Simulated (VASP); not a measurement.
A run of VASP 6.6.1:

INCAR

```
PREC = Accurate ; ENCUT = 600
EDIFF = 1E-7 ; ISMEAR = 0
SIGMA = 0.1 ; LREAL = F
LASPH = T ; NELM = 60
ALGO = Fast ; ISIF = 4
LWAVE = F ; LCHARG = F
GGA = PS ; IBRION = 2
NSW = 50 ; EDIFFG = -0.01
```

File KPOINTS:

```
regular mesh
0
Gamma
  12 12 6
```

POSCAR

```
In2Sb
1.0
    5.1752912656      0.0000000000      0.0000000000
   -2.5876456328      4.4819337080      0.0000000000
    0.0000000000      0.0000000000      6.1782250662
In Sb
4 2
Direct
    0.6666666667      0.3333333333      0.2500000000
    0.3333333333      0.6666666667      0.7500000000
    0.0000000000      0.0000000000      0.5000000000
    0.0000000000      0.0000000000      0.0000000000
    0.6666666667      0.3333333333      0.7500000000
    0.3333333333      0.6666666667      0.2500000000
```

Potentials or basis: VASP PAW PBE potentials, release 64 (In_d, Sb).

The run is started by

```console
$ cat potpaw_PBE.64/In_d/POTCAR potpaw_PBE.64/Sb/POTCAR > POTCAR
$ mpirun -np 1 vasp_std > vasp.out
```

Hardware: 1 thread of Intel(R) Xeon(R) Platinum 8375C CPU @ 2.90GHz (Ice Lake), on a shared host.

Estimate the wall time of this run.

It took 17 min on 1 thread of Intel(R) Xeon(R) Platinum 8375C CPU @ 2.90GHz (Ice Lake), on a shared host, peak memory 0.58 GiB. Counts: scf iterations 33, k points 76, ion steps 2.
